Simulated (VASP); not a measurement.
# Ga3Se (P4/mmm) in VASP: further runs

The runs below take Ga3Se through single point, with r2SCAN.

Program: VASP 6.6.1. These are calculated values, not measurements. Logs are shortened: lines on timing, memory, paths and dates and some standing lists are left out, and cuts for length are marked.

## (1) The cell of the first run

Symmetry: P4/mmm, No. 123, tetragonal system. Conventional cell: a = 4.432 Å, b = 4.432 Å, c = 4.373 Å, α = 90.00°, β = 90.00°, γ = 90.00°. Ga (site symmetry mmm) has 8 Ga at 3.11 to 3.13 Å and 4 Se at 3.11 Å within 4.1 Å. Ga (site symmetry 4/mmm) has 8 Ga at 3.11 Å and 4 Se at 3.13 Å within 4.1 Å. Se (site symmetry 4/mmm) has 12 Ga at 3.11 to 3.13 Å within 4.1 Å.

## (2) Single point, r2SCAN

The input, POSCAR:

```
Ga3Se
1.0
    4.4324600000      0.0000000000      0.0000000000
    0.0000000000      4.4324600000      0.0000000000
    0.0000000000      0.0000000000      4.3733605333
Ga Se
3 1
Direct
    0.0000000000      0.5000000000      0.5000000000
    0.5000000000      0.0000000000      0.5000000000
    0.5000000000      0.5000000000      0.0000000000
    0.0000000000      0.0000000000      0.0000000000
```

The input, INCAR.step1:

```
SYSTEM = Ga3Se
  ALGO = Normal
  EDIFF = 1E-4
  ENCUT = 520
  GGA = PE
  ISMEAR = -1
  LASPH = .TRUE.
  LCHARG = .FALSE.
  LREAL = .FALSE.
  LWAVE = .TRUE.
  NBANDS = 30
  NELM = 100
  PREC = Accurate
  SIGMA = 0.05
```

The input, INCAR.step2:

```
SYSTEM = Ga3Se
  ALGO = Normal
  EDIFF = 1E-6
  ENCUT = 520
  ISIF = 2
  ISMEAR = -1
  ISTART = 1
  LASPH = .TRUE.
  LCHARG = .FALSE.
  LMIXTAU = .TRUE.
  LREAL = .FALSE.
  LWAVE = .FALSE.
  METAGGA = R2SCAN
  NBANDS = 30
  NELM = 100
  PREC = Accurate
  SIGMA = 0.05
```

The input, KPOINTS:

```
k-points
0
G
  8 8 8
  0 0 0
```

Potentials or basis: VASP PAW PBE potentials, release 64 (Ga_d, Se).

Run with:

```bash
$ cat potpaw_PBE.64/Ga_d/POTCAR potpaw_PBE.64/Se/POTCAR > POTCAR
$ cp INCAR.step1 INCAR
$ mpirun -np 1 vasp_std > vasp.out
$ cp INCAR.step2 INCAR
$ mpirun -np 1 vasp_std > vasp.out
```

OUTCAR:

```text
SYSTEM = Ga3Se
   EDIFF = 1E-6
   ENCUT = 520
   ISIF = 2
   ISMEAR = -1
   ISTART = 1
   LASPH = .TRUE.
   LREAL = .FALSE.
   METAGGA = R2SCAN
   NELM = 100
   PREC = Accurate

 ion  position               nearest neighbor table
   1  0.000  0.500  0.500-
   2  0.500  0.000  0.500-
   3  0.500  0.500  0.000-
   4  0.000  0.000  0.000-

  LATTYP: Found a simple tetragonal cell.
 ALAT       =     4.4324600000
 C/A-ratio  =     0.9866666667

  Lattice vectors:

 A1 = (   4.4324600000,   0.0000000000,   0.0000000000)
 A2 = (   0.0000000000,   4.4324600000,   0.0000000000)
 A3 = (   0.0000000000,   0.0000000000,   4.3733605333)

Analysis of symmetry for initial positions (statically):
=====================================================================
 Subroutine PRICEL returns:
 Original cell was already a primitive cell.

 Routine SETGRP: Setting up the symmetry group for a
 simple tetragonal supercell.

 Subroutine GETGRP returns: Found 16 space group operations
 (whereof 16 operations were pure point group operations)
 out of a pool of 16 trial point group operations.

The static configuration has the point symmetry D_4h.

Analysis of symmetry for dynamics (positions and initial velocities):
=====================================================================
 Subroutine PRICEL returns:
 Original cell was already a primitive cell.

 Routine SETGRP: Setting up the symmetry group for a
 simple tetragonal supercell.

 Subroutine GETGRP returns: Found 16 space group operations
 (whereof 16 operations were pure point group operations)
 out of a pool of 16 trial point group operations.

The dynamic configuration has the point symmetry D_4h.

 Subroutine INISYM returns: Found 16 space group operations
 (whereof 16 operations are pure point group operations),
 and found     1 'primitive' translations

----------------------------------------------------------------------------------------

                                     Primitive cell

  volume of cell :      85.9221

  direct lattice vectors                    reciprocal lattice vectors
     4.432460000  0.000000000  0.000000000     0.225608353  0.000000000  0.000000000
     0.000000000  4.432460000  0.000000000     0.000000000  0.225608353  0.000000000
     0.000000000  0.000000000  4.373360533     0.000000000  0.000000000  0.228657114

  length of vectors
     4.432460000  4.432460000  4.373360533     0.225608353  0.225608353  0.228657114

  position of ions in fractional coordinates (direct lattice)
     0.000000000  0.500000000  0.500000000
     0.500000000  0.000000000  0.500000000
     0.500000000  0.500000000  0.000000000
     0.000000000  0.000000000  0.000000000

  ion indices of the primitive-cell ions
   primitive index   ion index
                 1           1
                 2           2
                 3           3
                 4           4

----------------------------------------------------------------------------------------

 KPOINTS: k-points

Automatic generation of k-mesh.
 Grid dimensions read from file:
 generate k-points for:    8    8    8

 Generating k-lattice:

  Cartesian coordinates                     Fractional coordinates (reciprocal lattice)
     0.028201044  0.000000000  0.000000000     0.125000000  0.000000000  0.000000000
     0.000000000  0.028201044  0.000000000     0.000000000  0.125000000  0.000000000
     0.000000000  0.000000000  0.028582139     0.000000000  0.000000000  0.125000000

  Length of vectors
     0.028201044  0.028201044  0.028582139

  Shift w.r.t. Gamma in fractional coordinates (k-lattice)
     0.000000000  0.000000000  0.000000000

 Subroutine IBZKPT returns following result:
 ===========================================

 Found     75 irreducible k-points:

 Following reciprocal coordinates:
            Coordinates               Weight
  0.000000  0.000000  0.000000      1.000000
  0.125000  0.000000  0.000000      4.000000
  0.250000  0.000000  0.000000      4.000000
  0.375000  0.000000  0.000000      4.000000
  0.500000  0.000000  0.000000      2.000000
  0.125000  0.125000  0.000000      4.000000
[... 16 lines left out ...]
  0.375000  0.125000  0.125000     16.000000
  0.500000  0.125000  0.125000      8.000000
 [... further k-points ...]
   k-points           NKPTS =     75   k-points in BZ     NKDIM =     75   number of bands    NBANDS=     30
   number of dos      NEDOS =    301   number of ions     NIONS =      4
   total plane-waves  NPLWV =  46656
   dimension x,y,z NGX =    36 NGY =   36 NGZ =   36
   dimension x,y,z NGXF=    72 NGYF=   72 NGZF=   72
   ions per type =               3   1
   NGX,Y,Z   is equivalent  to a cutoff of  13.50, 13.50, 13.68 a.u.
   NGXF,Y,Z  is equivalent  to a cutoff of  27.00, 27.00, 27.37 a.u.
 SYSTEM =  Ga3Se
   PREC   = accura    normal or accurate (medium, high low for compatibility)
   ISTART =      1    job   : 0-new  1-cont  2-samecut
   ICHARG =      0    charge: 1-file 2-atom 10-const
   ISPIN  =      1    spin polarized calculation?
   LNONCOLLINEAR =      F non collinear calculations
   LSORBIT =      F    spin-orbit coupling
   LASPH  =      T    aspherical Exc in radial PAW
   ENCUT  =  520.0 eV  38.22 Ry    6.18 a.u.   8.24  8.24  8.13*2*pi/ulx,y,z
   NELM   =    100;   NELMIN=  2; NELMDL=  0     # of ELM steps
   EDIFF  = 0.1E-05   stopping-criterion for ELM
   LREAL  =      F    real-space projection
   EDIFFG = 0.1E-04   stopping-criterion for IOM
   NSW    =      0    number of steps for IOM
   IBRION =     -1    ionic relax: 0-MD 1-quasi-New 2-CG
   NFREE  =      0    steps in history (QN), initial steepest desc. (CG)
   ISIF   =      2    stress and relaxation
   ISYM   =      2    0-nonsym 1-usesym 2-fastsym
   POTIM  = 0.5000    time-step for ionic-motion
   TEBEG  =    0.0;   TEEND  =   0.0 temperature during run
   PSTRESS=    0.0 pullay stress
   NELECT =      45.0000    total number of electrons
   NUPDOWN=      -1.0000    fix difference up-down
   EMIN   =  10.00;   EMAX   =-10.00  energy-range for DOS
   EFERMI =   0.00;   METHOD = LEGACY
   ISMEAR =    -1;   SIGMA  =   0.05  broadening in eV -4-tet -1-fermi 0-gaus
   EFERMI_NEDOS =   21; number of points for ismear=-14 and -15
   IALGO  =     38    algorithm
   IMIX   =      4    mixing-type and parameters
     AMIX     =   0.40;   BMIX     =  1.00
     AMIX_MAG =   1.60;   BMIX_MAG =  1.00
  volume/ion in A,a.u.               =      21.48       144.96
  Fermi-wavevector in a.u.,A,eV,Ry     =   1.319605  2.493692 23.692613  1.741358
  Thomas-Fermi vector in A             =   2.449491
   LORBIT       =      0    0 simple, 1 ext, 2 COOP (PROOUT), +10 PAW based schemes
   METAGGA = R2SCAN    functional components
   LHFCALC =     F    Hartree Fock is set to
   AEXX    =    0.0000 exact exchange contribution
   IVDW    =     0    specifies the selected vdW correction
   LEPSILON=     F    determine dielectric tensor
   LRPA    =     F    only Hartree local field effects (RPA)
 non-spin polarized calculation
  energy-cutoff  :      520.00
  volume of cell :       85.92
 maximum number of plane-waves:      2332
 NGX is ok and might be reduce to    36
   NGX = 17   NGY = 17   NGZ = 17

 number of electron      44.9999960 magnetization

 Free energy of the ion-electron system (eV)
  ---------------------------------------------------
  ext. energy  EPLUGINS =         0.00000000
  ---------------------------------------------------
  free energy    TOTEN  =       -48.22809909 eV

  energy without entropy =      -48.21563562  energy(sigma->0) =      -48.22186735

 E-fermi :   4.6467     XC(G=0): -11.1532

 val. band max:        4.6293069998   @ k =   0.3750   0.0000   0.0000
 cond. band min:       4.6475138084   @ k =   0.3750   0.2500   0.1250
 fundamental gap:      0.0182068085
 Fermi energy:         4.6466578165

 k-point     1 :       0.0000    0.0000    0.0000
  band No.  band energies     occupation
      1     -10.9729      2.00000
      2     -10.9516      2.00000
      3     -10.9516      2.00000
      4     -10.9432      2.00000
      5     -10.9051      2.00000
      6     -10.8926      2.00000
[... 22 lines left out ...]
     29      11.2592      0.00000
     30      12.1486      0.00000

 k-point     2 :       0.1250    0.0000    0.0000
  band No.  band energies     occupation
      1     -10.9622      2.00000
      2     -10.9497      2.00000
      3     -10.9433      2.00000
      4     -10.9355      2.00000
      5     -10.9029      2.00000
      6     -10.8878      2.00000
[... 22 lines left out ...]
     29      11.7703      0.00000
     30      12.3956      0.00000

 k-point     3 :       0.2500    0.0000    0.0000
  band No.  band energies     occupation
      1     -10.9449      2.00000
      2     -10.9337      2.00000
      3     -10.9196      2.00000
      4     -10.9141      2.00000
      5     -10.8986      2.00000
      6     -10.8731      2.00000
[... 22 lines left out ...]
     29      12.4071      0.00000
     30      12.6454      0.00000

 k-point     4 :       0.3750    0.0000    0.0000
  band No.  band energies     occupation
      1     -10.9397      2.00000
      2     -10.9035      2.00000
      3     -10.8872      2.00000
      4     -10.8861      2.00000
      5     -10.8854      2.00000
      6     -10.8526      2.00000
[... 22 lines left out ...]
     29      11.0163      0.00000
     30      11.6753      0.00000

 k-point     5 :       0.5000    0.0000    0.0000
  band No.  band energies     occupation
      1     -10.9374      2.00000
      2     -10.8986      2.00000
      3     -10.8696      2.00000
      4     -10.8656      2.00000
      5     -10.8644      2.00000
      6     -10.8400      2.00000
[... 22 lines left out ...]
     29       9.6006      0.00000
     30      11.2233      0.00000
[... 526 lines left out ...]
     29      11.3613      0.00000
     30      12.0357      0.00000

 k-point    22 :       0.2500    0.1250    0.1250
  band No.  band energies     occupation
      1     -10.9389      2.00000
      2     -10.9236      2.00000
      3     -10.9118      2.00000
      4     -10.9022      2.00000
      5     -10.8866      2.00000
      6     -10.8661      2.00000
[... 22 lines left out ...]
     29      10.0404      0.00000
     30      12.7904      0.00000

 k-point    23 :       0.3750    0.1250    0.1250
  band No.  band energies     occupation
      1     -10.9285      2.00000
      2     -10.9081      2.00000
      3     -10.8879      2.00000
      4     -10.8838      2.00000
      5     -10.8708      2.00000
      6     -10.8484      2.00000
[... 22 lines left out ...]
     29       9.4463      0.00000
     30      11.9381      0.00000

 k-point    24 :       0.5000    0.1250    0.1250
  band No.  band energies     occupation
      1     -10.9244      2.00000
      2     -10.8942      2.00000
      3     -10.8940      2.00000
      4     -10.8670      2.00000
      5     -10.8545      2.00000
      6     -10.8389      2.00000
[... 22 lines left out ...]
     29      10.4822      0.00000
     30      10.5473      0.00000

 [... further k-points ...]

------------------------ aborting loop because EDIFF is reached ----------------------------------------

  FORCE on cell =-STRESS in cart. coord.  units (eV):
  Direction    XX          YY          ZZ          XY          YZ          ZX
  --------------------------------------------------------------------------------------
  -------------------------------------------------------------------------------------
  Total       -0.6591384     -0.6591384     -0.6371673      0.0000000      0.0000000      0.0000000
  in kB      -12.2908603    -12.2908603    -11.8811678      0.0000000      0.0000000      0.0000000
  external PRESSURE =     -12.1542962 kB  Pullay stress =       0.0000000 kB

 VOLUME and BASIS-vectors are now :
 -----------------------------------------------------------------------------
  energy-cutoff  :      520.00
  volume of cell :       85.92
      direct lattice vectors                 reciprocal lattice vectors
     4.432460000  0.000000000  0.000000000     0.225608353  0.000000000  0.000000000
     0.000000000  4.432460000  0.000000000     0.000000000  0.225608353  0.000000000
     0.000000000  0.000000000  4.373360533     0.000000000  0.000000000  0.228657114

 POSITION                                       TOTAL-FORCE (eV/Angst)
 -----------------------------------------------------------------------------------
      0.00000      2.21623      2.18668         0.000000      0.000000      0.000000
      2.21623      0.00000      2.18668         0.000000      0.000000      0.000000
      2.21623      2.21623      0.00000         0.000000      0.000000      0.000000
      0.00000      0.00000      0.00000         0.000000      0.000000      0.000000
 -----------------------------------------------------------------------------------
    total drift:                                0.000000      0.000000      0.000000

  FREE ENERGIE OF THE ION-ELECTRON SYSTEM (eV)
  ---------------------------------------------------
  free  energy   TOTEN  =       -48.2280990909 eV

  energy  without entropy=      -48.2156356155  energy(sigma->0) =      -48.22186735
```

Wall time 13 min (1 thread of Intel Xeon 8259CL, shared host); peak memory 0.33 GiB.

What came out:

```
Free energy            : -48.2281 eV
Pressure               : -1.2 GPa
Band gap on the k mesh : zero (an odd number of electrons rules out a gap without spin polarisation)
```

Caveat: the PAW data sets were made with another functional, which shifts forces and pressure a little.

## (3) Single point, r2SCAN

This run uses another cell than the first one, of 21.63 Å³/atom.

Edit POSCAR of step 2 so:

```diff
@@ -4,3 +4,3 @@
     0.0000000000      4.4324600000      0.0000000000
-    0.0000000000      0.0000000000      4.3733605333
+    0.0000000000      0.0000000000      4.4029102667
 Ga Se
```

The input, INCAR.step1:

```
ALGO     = Normal         # electronic algorithm
EDIFF    = 1E-4           # SCF threshold, eV
ENCUT    = 520            # plane-wave cutoff, eV
GGA      = PE             # functional
ISMEAR   = -1             # smearing method
LASPH    = T              # aspherical terms in the spheres
LCHARG   = F              # write CHGCAR
LREAL    = F              # projectors in reciprocal space
LWAVE    = T              # write WAVECAR
NBANDS   = 30             # bands
NELM     = 100            # most SCF steps
PREC     = Accurate       # precision mode
SIGMA    = 0.05           # smearing width, eV
```

The input, INCAR.step2:

```
ALGO     = Normal         # electronic algorithm
EDIFF    = 1E-6           # SCF threshold, eV
ENCUT    = 520            # plane-wave cutoff, eV
ISIF     = 2              # what is computed and relaxed
ISMEAR   = -1             # smearing method
ISTART   = 1            
LASPH    = T              # aspherical terms in the spheres
LCHARG   = F              # write CHGCAR
LMIXTAU  = T            
LREAL    = F              # projectors in reciprocal space
LWAVE    = F              # write WAVECAR
METAGGA  = R2SCAN         # meta-GGA
NBANDS   = 30             # bands
NELM     = 100            # most SCF steps
PREC     = Accurate       # precision mode
SIGMA    = 0.05           # smearing width, eV
```

The input, KPOINTS:

```
k-points
0
Gamma
  8 8 8
```

Potentials or basis: VASP PAW PBE potentials, release 64 (Ga_d, Se).

Run with:

```bash
$ cat potpaw_PBE.64/Ga_d/POTCAR potpaw_PBE.64/Se/POTCAR > POTCAR
$ cp INCAR.step1 INCAR
$ mpirun -np 1 vasp_std > vasp.out
$ cp INCAR.step2 INCAR
$ mpirun -np 1 vasp_std > vasp.out
```

Wall time 13 min (1 thread of Intel Xeon 8259CL, shared host); peak memory 0.33 GiB.

The run converged. Its results:

```yaml
Free_energy: -48.2235 eV
Pressure: -1.4 GPa
Band_gap_on_the_k_mesh: zero (an odd number of electrons rules out a gap without spin polarisation)
```

Levels at points of the mesh, in eV from the Fermi level:
```
           k point  band 20  band 21  band 22  band 23  band 24  band 25
(0.00, 0.00, 0.00)    -3.96    -2.87    -2.79     1.62     1.62     1.64
(0.50, 0.00, 0.00)    -3.00    -2.13    -1.15    -0.33    -0.25     1.42
(0.50, 0.50, 0.00)    -2.36    -0.69    -0.69    -0.60     1.56     1.81
(0.00, 0.00, 0.50)    -3.02    -2.16    -1.17    -0.29    -0.29     1.37
(0.50, 0.00, 0.50)    -2.38    -0.77    -0.75    -0.67     1.45     1.77
(0.50, 0.50, 0.50)    -5.12    -5.11    -5.11    -3.75     4.17     4.17
```

Caveat: the PAW data sets were made with another functional, which shifts forces and pressure a little.

The gap in the log of VASP goes by the Fermi energy; the results here count the filled bands.